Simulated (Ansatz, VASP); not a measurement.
**Two plane-wave programs on BaTiO3**

Contents of INCAR:

```
ALGO = Normal ; EDIFF = 1E-6
ENCUT = 910 ; GGA = PE
GGA_COMPAT = F ; ISIF = 2
ISMEAR = -1 ; LASPH = T
LCHARG = F ; LREAL = F
LWAVE = F ; NBANDS = 28
NELM = 120 ; PREC = Accurate
SIGMA = 0.05
```

File KPOINTS:

```
k-points
0
Gamma
  7 7 7
```

POSCAR

```
BaTiO3
1.0
    4.0524349834      0.0000000000      0.0000000000
    0.0000000000      4.0524349834      0.0000000000
    0.0000000000      0.0000000000      4.0708744845
Ba Ti O
1 1 3
Direct
    0.0000000000      0.0000000000      0.0000000000
    0.5000000000      0.5000000000      0.4900000000
    0.0000000000      0.5000000000      0.5170000000
    0.5000000000      0.0000000000      0.5170000000
    0.5000000000      0.5000000000      0.0190000000
```

File input.yaml:

```yaml
crystal:
  lattice:
    - [4.0524349834, 0.0, 0.0]
    - [0.0, 4.0524349834, 0.0]
    - [0.0, 0.0, 4.0708744845]
  atoms:
    - { symbol: Ba, position: [0.0, 0.0, 0.0] }
    - { symbol: Ti, position: [0.5, 0.5, 0.49] }
    - { symbol: O, position: [0.0, 0.5, 0.517] }
    - { symbol: O, position: [0.5, 0.0, 0.517] }
    - { symbol: O, position: [0.5, 0.5, 0.019] }
hamiltonian:
  xc: pbe
  pseudopotentials: { kind: paw, source: ansatz }
kpoints:
  mp_grid: { grid: [7, 7, 7] }
scf:
  occupations: { method: fermi_dirac, width: 0.05 }
output:
  forces: true
  stress: true
  eigenvalues: true
```

Alike in both runs: task single point; functional PBE; k mesh 7 × 7 × 7; occupations fermi-dirac, width 0.05 eV; no spin polarisation.

```csv
,VASP,Ansatz
version,VASP 6.6.1,Ansatz 0.2.0
potentials or method,"VASP PAW PBE potentials, release 64 (Ba_sv, Ti_sv, O_h)",Ansatz PAW earlier set
plane-wave cutoff (eV),910,930
valence electrons in the cell,40,40
```

```csv
,VASP,Ansatz,Ansatz less VASP
gap on the k mesh at the Fermi level (eV),1.79,1.83,+0.049
least direct gap on the mesh (eV),2.01,2.03,+0.020
rms of the force components (eV/Å),0.163,0.168,+0.0052
```

Atom by atom the forces differ by 0.011 eV/Å (rms over components).

Neither program's run includes spin-orbit coupling. Noted on VASP's run: the cutoff is short for stress, so the pressure is rough. Noted on Ansatz's run: odd divisions of the mesh miss points on the zone boundary, where band edges often lie, so the gap on the mesh can be too wide.
